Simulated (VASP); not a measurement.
# ZnO (P4_2/mnm) in VASP: further runs

ZnO is run at these levels: PBE; tasks: single point, relaxation of shape and atoms at fixed volume.

Program: VASP 6.6.1. These are calculated values, not measurements. Logs are shortened: lines on timing, memory, paths and dates and some standing lists are left out, and cuts for length are marked.

**1. The cell of the first run**

It takes space group P4_2/mnm (No. 136, tetragonal). Conventional cell: a = 5.518 Å, b = 5.518 Å, c = 3.259 Å, α = 90.00°, β = 90.00°, γ = 90.00°. Zn (site symmetry m2m) has 4 O at 1.94 to 2.01 Å within 2.6 Å. O (site symmetry m2m) has 4 Zn at 1.94 to 2.01 Å within 2.6 Å.

**2. Single point, PBE**

INCAR

```
SYSTEM = ZnO
  ALGO = Normal
  EDIFF = 1E-6
  ENCUT = 910
  GGA = PE
  GGA_COMPAT = .FALSE.
  ISIF = 2
  ISMEAR = 0
  LASPH = .TRUE.
  LCHARG = .FALSE.
  LREAL = .FALSE.
  LWAVE = .FALSE.
  NBANDS = 46
  NELM = 120
  PREC = Accurate
  SIGMA = 0.1
```

KPOINTS

```
k-points
0
G
  4 4 6
  0 0 0
```

POSCAR

```
ZnO
1.0
    5.5175700200      0.0000000000      0.0000000000
    0.0000000000      5.5175700200      0.0000000000
    0.0000000000      0.0000000000      3.2587788100
Zn O
4 4
Direct
    0.1819728400      0.1819728400      0.5000000000
    0.8180271600      0.8180271600      0.5000000000
    0.6819728400      0.3180271600      0.0000000000
    0.3180271600      0.6819728400      0.0000000000
    0.8172472300      0.1827527700      0.5000000000
    0.1827527700      0.8172472300      0.5000000000
    0.6827527700      0.6827527700      0.0000000000
    0.3172472300      0.3172472300      0.0000000000
```

Potentials or basis: VASP PAW PBE potentials, release 64 (Zn, O_h).

The run is started by

```sh
$ cat potpaw_PBE.64/Zn/POTCAR potpaw_PBE.64/O_h/POTCAR > POTCAR
$ mpirun -np 1 vasp_std > vasp.out
```

OUTCAR:

```text
SYSTEM = ZnO
   EDIFF = 1E-6
   ENCUT = 910
   GGA = PE
   ISIF = 2
   ISMEAR = 0
   LASPH = .TRUE.
   LREAL = .FALSE.
   NELM = 120
   PREC = Accurate

 ion  position               nearest neighbor table
   1  0.182  0.182  0.500-   8 1.94   8 1.94   5 2.01   6 2.01   2 2.84
   2  0.818  0.818  0.500-   7 1.94   7 1.94   5 2.01   6 2.01   1 2.84
   3  0.682  0.318  0.000-   5 1.94   5 1.94   8 2.01   7 2.01   4 2.84
   4  0.318  0.682  0.000-   6 1.94   6 1.94   8 2.01   7 2.01   3 2.84
   5  0.817  0.183  0.500-   3 1.94   3 1.94   1 2.01   2 2.01
   6  0.183  0.817  0.500-   4 1.94   4 1.94   1 2.01   2 2.01
   7  0.683  0.683  0.000-   2 1.94   2 1.94   4 2.01   3 2.01
   8  0.317  0.317  0.000-   1 1.94   1 1.94   4 2.01   3 2.01

  LATTYP: Found a simple tetragonal cell.
 ALAT       =     5.5175700200
 C/A-ratio  =     0.5906184785

  Lattice vectors:

 A1 = (   5.5175700200,   0.0000000000,   0.0000000000)
 A2 = (   0.0000000000,   5.5175700200,   0.0000000000)
 A3 = (   0.0000000000,   0.0000000000,   3.2587788100)

Analysis of symmetry for initial positions (statically):
=====================================================================
 Subroutine PRICEL returns:
 Original cell was already a primitive cell.

 Routine SETGRP: Setting up the symmetry group for a
 simple tetragonal supercell.

 Subroutine GETGRP returns: Found 16 space group operations
 (whereof  8 operations were pure point group operations)
 out of a pool of 16 trial point group operations.

The static configuration has the point symmetry D_2h.
 The point group associated with its full space group is D_4h.

Analysis of symmetry for dynamics (positions and initial velocities):
=====================================================================
 Subroutine PRICEL returns:
 Original cell was already a primitive cell.

 Routine SETGRP: Setting up the symmetry group for a
 simple tetragonal supercell.

 Subroutine GETGRP returns: Found 16 space group operations
 (whereof  8 operations were pure point group operations)
 out of a pool of 16 trial point group operations.

The dynamic configuration has the point symmetry D_2h.
 The point group associated with its full space group is D_4h.

 Subroutine INISYM returns: Found 16 space group operations
 (whereof  8 operations are pure point group operations),
 and found     1 'primitive' translations

----------------------------------------------------------------------------------------

[... 109 lines left out ...]
   ISIF   =      2    stress and relaxation
   ISYM   =      2    0-nonsym 1-usesym 2-fastsym
   POTIM  = 0.5000    time-step for ionic-motion
   TEBEG  =    0.0;   TEEND  =   0.0 temperature during run
   PSTRESS=    0.0 pullay stress
   NELECT =      72.0000    total number of electrons
   NUPDOWN=      -1.0000    fix difference up-down
   EMIN   =  10.00;   EMAX   =-10.00  energy-range for DOS
   EFERMI =   0.00;   METHOD = LEGACY
   ISMEAR =     0;   SIGMA  =   0.10  broadening in eV -4-tet -1-fermi 0-gaus
   EFERMI_NEDOS =   21; number of points for ismear=-14 and -15
   IALGO  =     38    algorithm
   IMIX   =      4    mixing-type and parameters
     AMIX     =   0.40;   BMIX     =  1.00
     AMIX_MAG =   1.60;   BMIX_MAG =  1.00
  volume/ion in A,a.u.               =      12.40        83.69
  Fermi-wavevector in a.u.,A,eV,Ry     =   1.471190  2.780146 29.448455  2.164400
  Thomas-Fermi vector in A             =   2.586356
   LORBIT       =      0    0 simple, 1 ext, 2 COOP (PROOUT), +10 PAW based schemes
   GGA     = PE    functional components
   LHFCALC =     F    Hartree Fock is set to
   AEXX    =    0.0000 exact exchange contribution
   IVDW    =     0    specifies the selected vdW correction
   LEPSILON=     F    determine dielectric tensor
   LRPA    =     F    only Hartree local field effects (RPA)
 non-spin polarized calculation
 Gauss-broadening in eV      SIGMA  =   0.10
  energy-cutoff  :      910.00
  volume of cell :       99.21
 maximum number of plane-waves:      6216
   NGX = 27   NGY = 27   NGZ = 17

 number of electron      72.0000002 magnetization

 Free energy of the ion-electron system (eV)
  ---------------------------------------------------
  ext. energy  EPLUGINS =         0.00000000
  ---------------------------------------------------
  free energy    TOTEN  =       -35.47703978 eV

  energy without entropy =      -35.47703978  energy(sigma->0) =      -35.47703978

 E-fermi :   1.7102     XC(G=0): -10.6222

 val. band max:        1.3102921977   @ k =   0.0000   0.0000   0.0000
 cond. band min:       2.1111093472   @ k =   0.0000   0.0000   0.0000
 fundamental gap:      0.8008171495
 Fermi energy:         1.7101972774

 k-point     1 :       0.0000    0.0000    0.0000
  band No.  band energies     occupation
      1     -16.8107      2.00000
      2     -16.0980      2.00000
      3     -16.0980      2.00000
      4     -16.0071      2.00000
      5      -5.0227      2.00000
      6      -4.7923      2.00000
[... 1165 lines left out ...]
     45      11.6914      0.00000
     46      11.6914      0.00000

------------------------ aborting loop because EDIFF is reached ----------------------------------------

  FORCE on cell =-STRESS in cart. coord.  units (eV):
  Direction    XX          YY          ZZ          XY          YZ          ZX
  --------------------------------------------------------------------------------------
  -------------------------------------------------------------------------------------
  Total        3.4718590      3.4718590      3.7240095      0.0000000      0.0000000      0.0000000
  in kB       56.0689050     56.0689050     60.1410181      0.0000000      0.0000000      0.0000000
  external PRESSURE =      57.4262761 kB  Pullay stress =       0.0000000 kB

 VOLUME and BASIS-vectors are now :
 -----------------------------------------------------------------------------
  energy-cutoff  :      910.00
  volume of cell :       99.21
      direct lattice vectors                 reciprocal lattice vectors
     5.517570020  0.000000000  0.000000000     0.181239204  0.000000000  0.000000000
     0.000000000  5.517570020  0.000000000     0.000000000  0.181239204  0.000000000
     0.000000000  0.000000000  3.258778810     0.000000000  0.000000000  0.306863417

 POSITION                                       TOTAL-FORCE (eV/Angst)
 -----------------------------------------------------------------------------------
      1.00405      1.00405      1.62939         0.025130      0.025130      0.000000
      4.51352      4.51352      1.62939        -0.025130     -0.025130     -0.000000
      3.76283      1.75474      0.00000         0.025130     -0.025130     -0.000000
      1.75474      3.76283      0.00000        -0.025130      0.025130     -0.000000
      4.50922      1.00835      1.62939        -0.006019      0.006019     -0.000000
      1.00835      4.50922      1.62939         0.006019     -0.006019      0.000000
      3.76714      3.76714      0.00000         0.006019      0.006019     -0.000000
      1.75043      1.75043      0.00000        -0.006019     -0.006019      0.000000
 -----------------------------------------------------------------------------------
    total drift:                                0.000000      0.000000     -0.000000

  FREE ENERGIE OF THE ION-ELECTRON SYSTEM (eV)
  ---------------------------------------------------
  free  energy   TOTEN  =       -35.4770397781 eV

  energy  without entropy=      -35.4770397780  energy(sigma->0) =      -35.47703978
```

OSZICAR:

```text
N       E                     dE             d eps       ncg     rms          rms(c)
DAV:   1     0.989642155398E+03    0.98964E+03   -0.48029E+04  2222   0.326E+03
DAV:   2     0.187185441042E+03   -0.80246E+03   -0.76639E+03  2208   0.727E+02
DAV:   3    -0.178168799327E+02   -0.20500E+03   -0.19678E+03  2626   0.257E+02
DAV:   4    -0.414391473654E+02   -0.23622E+02   -0.23246E+02  2554   0.920E+01
DAV:   5    -0.420673549826E+02   -0.62821E+00   -0.62590E+00  2474   0.158E+01    0.214E+01
DAV:   6    -0.349347883363E+02    0.71326E+01   -0.16419E+01  3800   0.687E+01    0.125E+01
DAV:   7    -0.356004903851E+02   -0.66570E+00   -0.82128E+00  2430   0.189E+01    0.790E+00
DAV:   8    -0.356428659787E+02   -0.42376E-01   -0.19829E+00  3104   0.104E+01    0.334E+00
DAV:   9    -0.354680570610E+02    0.17481E+00   -0.44765E-01  3410   0.894E+00    0.867E-01
DAV:  10    -0.354764726558E+02   -0.84156E-02   -0.20647E-01  2474   0.286E+00    0.210E-01
DAV:  11    -0.354768345247E+02   -0.36187E-03   -0.51077E-03  2788   0.102E+00    0.145E-01
DAV:  12    -0.354770569640E+02   -0.22244E-03   -0.16445E-03  2912   0.686E-01    0.605E-02
DAV:  13    -0.354770532359E+02    0.37282E-05   -0.52905E-04  3130   0.292E-01    0.465E-02
DAV:  14    -0.354770518078E+02    0.14281E-05   -0.14650E-04  2404   0.963E-02    0.323E-02
DAV:  15    -0.354770398030E+02    0.12005E-04   -0.53126E-05  2536   0.471E-02    0.477E-03
DAV:  16    -0.354770397781E+02    0.24957E-07   -0.34239E-06  2090   0.130E-02
   1 F= -.35477040E+02 E0= -.35477040E+02  d E =-.128122E-09
```

stdout:

```text
POSCAR found type information on POSCAR ZnO
 POSCAR found :  2 types and       8 ions
 scaLAPACK will be used
 LDA part: xc-table for (Slater+PW92), standard interpolation
 POSCAR, INCAR and KPOINTS ok, starting setup
 FFT: planning ... GRIDC
 FFT: planning ... GRID_SOFT
 FFT: planning ... GRID
 WAVECAR not read
 entering main loop
```

Run time: 3 min. Hardware: 1 thread of Intel Xeon Platinum 8375C at 2.90GHz (Ice Lake), shared host; peak memory 0.41 GiB.

Results:

* Free energy: -35.4770 eV
* Pressure: 5.7 GPa
* Largest force: 0.036 eV/Å
* Band gap on the k mesh: 0.80 eV

Forces in eV/Å, atoms in the order of the input:
```
Zn   0.025  0.025  0.000
Zn  -0.025 -0.025  0.000
Zn   0.025 -0.025  0.000
Zn  -0.025  0.025  0.000
O   -0.006  0.006  0.000
O    0.006 -0.006  0.000
O    0.006  0.006  0.000
O   -0.006 -0.006  0.000
```

Stress tensor (GPa, compression positive):
```
5.61 0.00 0.00
0.00 5.61 0.00
0.00 0.00 6.01
```

Levels at points of the mesh, in eV from the valence-band top:
| k point | band 33 | band 34 | band 35 | band 36 | band 37 | band 38 | band 39 | band 40 |
| --- | --- | --- | --- | --- | --- | --- | --- | --- |
| (0.00, 0.00, 0.00) | -0.48 | -0.18 | -0.18 | 0.00 | 0.80 | 5.26 | 5.26 | 6.91 |
| (0.50, 0.00, 0.00) | -0.48 | -0.48 | -0.43 | -0.43 | 3.22 | 3.22 | 6.12 | 6.12 |
| (0.50, 0.50, 0.00) | -0.87 | -0.87 | -0.76 | -0.76 | 4.29 | 4.29 | 4.67 | 4.67 |
| (0.00, 0.00, 0.50) | -1.79 | -1.79 | -1.31 | -1.31 | 5.85 | 5.85 | 8.03 | 8.03 |
| (0.50, 0.00, 0.50) | -1.57 | -1.57 | -1.05 | -1.05 | 5.95 | 5.95 | 6.79 | 6.79 |
| (0.50, 0.50, 0.50) | -1.35 | -1.35 | -1.33 | -1.33 | 5.54 | 5.54 | 5.97 | 5.97 |

Caveat: the cutoff is under 1.25 times the usual one of these potentials, so pressure, stress and relaxed cells hold a basis-set (Pulay) error; the cell stands under pressure.

**3. Relaxation of shape and atoms at fixed volume, PBE (12.51 Å³/atom)**

This run uses another cell than the first one, of 12.51 Å³/atom.

INCAR

```
PREC = Accurate
ENCUT = 600
EDIFF = 1E-6
ISMEAR = 0
SIGMA = 0.02
LREAL = F
LASPH = T
NELM = 60
ALGO = Normal
ISIF = 4
LWAVE = F
LCHARG = F
GGA = PE
IBRION = 2
NSW = 50
EDIFFG = -0.01
```

KPOINTS

```
regular mesh
0
Gamma
  6 6 8
```

POSCAR

```
ZnO
1.0
    5.5509774583      0.0000000000      0.0000000000
    0.0000000000      5.5509774583      0.0000000000
    0.0000000000      0.0000000000      3.2468010579
Zn O
4 4
Direct
    0.1817697575      0.1817697575      0.5000000000
    0.8182302425      0.8182302425      0.5000000000
    0.6817697575      0.3182302425      0.0000000000
    0.3182302425      0.6817697575      0.0000000000
    0.8183892359      0.1816107641      0.5000000000
    0.1816107641      0.8183892359      0.5000000000
    0.6816107641      0.6816107641      0.0000000000
    0.3183892359      0.3183892359      0.0000000000
```

Potentials or basis: VASP PAW PBE potentials, release 64 (Zn, O).

The run is started by

```sh
$ cat potpaw_PBE.64/Zn/POTCAR potpaw_PBE.64/O/POTCAR > POTCAR
$ mpirun -np 1 vasp_std > vasp.out
```

OUTCAR:

```text
PREC = Accurate
   ENCUT = 600
   EDIFF = 1E-6
   ISMEAR = 0
   LREAL = F
   LASPH = T
   NELM = 60
   ISIF = 4
   GGA = PE
   IBRION = 2
   NSW = 50
   EDIFFG = -0.01

 ion  position               nearest neighbor table
   1  0.182  0.182  0.500-   8 1.95   8 1.95   5 2.02   6 2.02   2 2.85
   2  0.818  0.818  0.500-   7 1.95   7 1.95   5 2.02   6 2.02   1 2.85
   3  0.682  0.318  0.000-   5 1.95   5 1.95   8 2.02   7 2.02   4 2.85
   4  0.318  0.682  0.000-   6 1.95   6 1.95   8 2.02   7 2.02   3 2.85
   5  0.818  0.182  0.500-   3 1.95   3 1.95   1 2.02   2 2.02
   6  0.182  0.818  0.500-   4 1.95   4 1.95   1 2.02   2 2.02
   7  0.682  0.682  0.000-   2 1.95   2 1.95   4 2.02   3 2.02
   8  0.318  0.318  0.000-   1 1.95   1 1.95   4 2.02   3 2.02

  LATTYP: Found a simple tetragonal cell.
 ALAT       =     5.5509774583
 C/A-ratio  =     0.5849061868

  Lattice vectors:

 A1 = (   5.5509774583,   0.0000000000,   0.0000000000)
 A2 = (   0.0000000000,   5.5509774583,   0.0000000000)
 A3 = (   0.0000000000,   0.0000000000,   3.2468010579)

Analysis of symmetry for initial positions (statically):
=====================================================================
 Subroutine PRICEL returns:
[... 193 lines left out ...]
  --------------------------------------------------------------------------------------
  -------------------------------------------------------------------------------------
  Total        2.8283584      2.8283584      3.4259439      0.0000000      0.0000000      0.0000000
  in kB       45.2950159     45.2950159     54.8651056      0.0000000      0.0000000      0.0000000
  external PRESSURE =      48.4850458 kB  Pullay stress =       0.0000000 kB
[... 323 lines left out ...]
--------------------------------------- Ionic step        9  -------------------------------------------

 number of electron      72.0000034 magnetization

 Free energy of the ion-electron system (eV)
  ---------------------------------------------------
  ext. energy  EPLUGINS =         0.00000000
  ---------------------------------------------------
  free energy    TOTEN  =       -35.48990807 eV

  energy without entropy =      -35.48990807  energy(sigma->0) =      -35.48990807

 E-fermi :   1.0750     XC(G=0): -10.5778

 val. band max:        0.9094106917   @ k =   0.0000   0.0000   0.0000
 cond. band min:       1.7117753841   @ k =   0.0000   0.0000   0.0000
 fundamental gap:      0.8023646924
 Fermi energy:         1.0750160826

 k-point     1 :       0.0000    0.0000    0.0000
  band No.  band energies     occupation
      1     -17.1248      2.00000
      2     -16.4211      2.00000
      3     -16.4211      2.00000
      4     -16.3338      2.00000
      5      -5.3216      2.00000
      6      -5.1213      2.00000
[... 1093 lines left out ...]
     42       9.0323      0.00000
     43       9.8061      0.00000

 [... further k-points ...]

------------------------ aborting loop because EDIFF is reached ----------------------------------------

  FORCE on cell =-STRESS in cart. coord.  units (eV):
  Direction    XX          YY          ZZ          XY          YZ          ZX
  --------------------------------------------------------------------------------------
  -------------------------------------------------------------------------------------
  Total        2.8355710      2.8355710      2.8180767      0.0000000      0.0000000      0.0000000
  in kB       45.4105234     45.4105234     45.1303592      0.0000000      0.0000000      0.0000000
  external PRESSURE =      45.3171353 kB  Pullay stress =       0.0000000 kB
[... 23 lines left out ...]
  FREE ENERGIE OF THE ION-ELECTRON SYSTEM (eV)
  ---------------------------------------------------
  free  energy   TOTEN  =       -35.4899080733 eV

  energy  without entropy=      -35.4899080733  energy(sigma->0) =      -35.48990807

 reached required accuracy - stopping structural energy minimisation
```

OSZICAR:

```text
N       E                     dE             d eps       ncg     rms          rms(c)
DAV:   1     0.796598291429E+03    0.79660E+03   -0.38898E+04  4308   0.264E+03
DAV:   2     0.852474612850E+02   -0.71135E+03   -0.68374E+03  4460   0.582E+02
[... 68 lines left out ...]
   8 F= -.35489874E+02 E0= -.35489874E+02  d E =-.183758E-02
       N       E                     dE             d eps       ncg     rms          rms(c)
DAV:   1    -0.354900513134E+02   -0.17711E-03   -0.70780E-03  4369   0.525E-01    0.873E-02
DAV:   2    -0.354899647125E+02    0.86601E-04   -0.30155E-04  5076   0.191E-01    0.521E-02
DAV:   3    -0.354899059264E+02    0.58786E-04   -0.65798E-05  5880   0.997E-02    0.509E-03
DAV:   4    -0.354899082285E+02   -0.23021E-05   -0.25538E-05  4594   0.374E-02    0.374E-03
DAV:   5    -0.354899080733E+02    0.15525E-06   -0.66803E-07  2444   0.929E-03
   9 F= -.35489908E+02 E0= -.35489908E+02  d E =-.338490E-04
```

CONTCAR:

```text
ZnO
   1.00000000000000
     5.5236262210044593   -0.0000000000000000    0.0000000000000000
     0.0000000000000000    5.5236262210044593    0.0000000000000000
     0.0000000000000000    0.0000000000000000    3.2790349156040155
  Zn              O
     4     4
Direct
     0.1829310417874571    0.1829310417874571    0.5000000000000000
     0.8170689582125429    0.8170689582125429    0.5000000000000000
     0.6829310417874571    0.3170689582125431    0.0000000000000000
     0.3170689582125431    0.6829310417874571    0.0000000000000000
     0.8172331745865129    0.1827668254134871    0.5000000000000000
     0.1827668254134871    0.8172331745865129    0.5000000000000000
     0.6827668254134871    0.6827668254134871    1.0000000000000000
     0.3172331745865128    0.3172331745865128    0.0000000000000000

  0.00000000E+00  0.00000000E+00  0.00000000E+00
  0.00000000E+00  0.00000000E+00  0.00000000E+00
  0.00000000E+00  0.00000000E+00  0.00000000E+00
  0.00000000E+00  0.00000000E+00  0.00000000E+00
  0.00000000E+00  0.00000000E+00  0.00000000E+00
  0.00000000E+00  0.00000000E+00  0.00000000E+00
  0.00000000E+00  0.00000000E+00  0.00000000E+00
  0.00000000E+00  0.00000000E+00  0.00000000E+00
```

It took 7.5 min on 1 thread of Intel Xeon 6975P-C (Granite Rapids), shared host; peak memory 0.38 GiB.

Results:

```yaml
Free_energy: -35.4899 eV
Energy_gained_by_relaxing: 0.4 meV/atom
Ionic_steps: 9
Pressure_after_relaxing: 4.5 GPa
Largest_force_after_relaxing: 0.004 eV/Å
Band_gap_on_the_k_mesh: 0.80 eV
```

Forces in eV/Å, atoms in the order of the input:
```
Zn  -0.003 -0.003  0.000
Zn   0.003  0.003  0.000
Zn  -0.003  0.003  0.000
Zn   0.003 -0.003  0.000
O   -0.001  0.001  0.000
O    0.001 -0.001  0.000
O    0.001  0.001  0.000
O   -0.001 -0.001  0.000
```

Step by step:
```tsv
step	energy change (eV)	largest force (eV/Å)	pressure (GPa)	volume (Å³)
1	0.0000	0.0115	4.85	100.04
2	-0.0011	0.0433	4.79	100.04
3	-0.0013	0.0750	4.74	100.04
4	-0.0019	0.0644	4.66	100.04
5	-0.0030	0.0315	4.61	100.04
6	-0.0021	0.0436	4.25	100.04
7	-0.0031	0.0135	4.47	100.04
8	-0.0031	0.0122	4.48	100.04
9	-0.0032	0.0044	4.53	100.04
```

Final structure:
```
Zn O
1.0
     5.52363    0.00000    0.00000
     0.00000    5.52363    0.00000
     0.00000    0.00000    3.27903
Zn O
4 4
Direct
  0.18293 0.18293 0.50000
  0.81707 0.81707 0.50000
  0.68293 0.31707 0.00000
  0.31707 0.68293 0.00000
  0.81723 0.18277 0.50000
  0.18277 0.81723 0.50000
  0.68277 0.68277 0.00000
  0.31723 0.31723 0.00000
```
